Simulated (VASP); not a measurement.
Input of a VASP 6.6.1 run:

INCAR

```
PREC = Accurate
ENCUT = 520
EDIFF = 1E-6
ISMEAR = 0
SIGMA = 0.1
LREAL = False
LASPH = True
NELM = 100
ALGO = Normal
ISIF = 2
LWAVE = False
LCHARG = True
GGA = PE
LELF = True
LVHAR = True
NBANDS = 13
```

The input KPOINTS:

```
Automatic mesh
0
Gamma
  18 18 18
```

The input POSCAR:

```
Mo
1.0
   -1.6684724615      1.6684724615      1.6684724615
    1.6684724615     -1.6684724615      1.6684724615
    1.6684724615      1.6684724615     -1.6684724615
Mo
1
Direct
    0.0000000000      0.0000000000      0.0000000000
```

Potentials or basis: VASP PAW PBE potentials, release 64 (Mo_sv).

Launch:

```bash
$ cat potpaw_PBE.64/Mo_sv/POTCAR > POTCAR
$ mpirun -np 1 vasp_std > vasp.out
```

(1) Predict the pressure.

(2) Estimate the band gap on the k mesh.

Answers

(1) -29.5 GPa.

(2) zero (band 7 reaches 13.08 eV, above the bottom of band 8 at 8.93 eV).

Caveat: the cell differs from its parent crystal (Ag replaced by Mo, lengths x 1.037, strained).
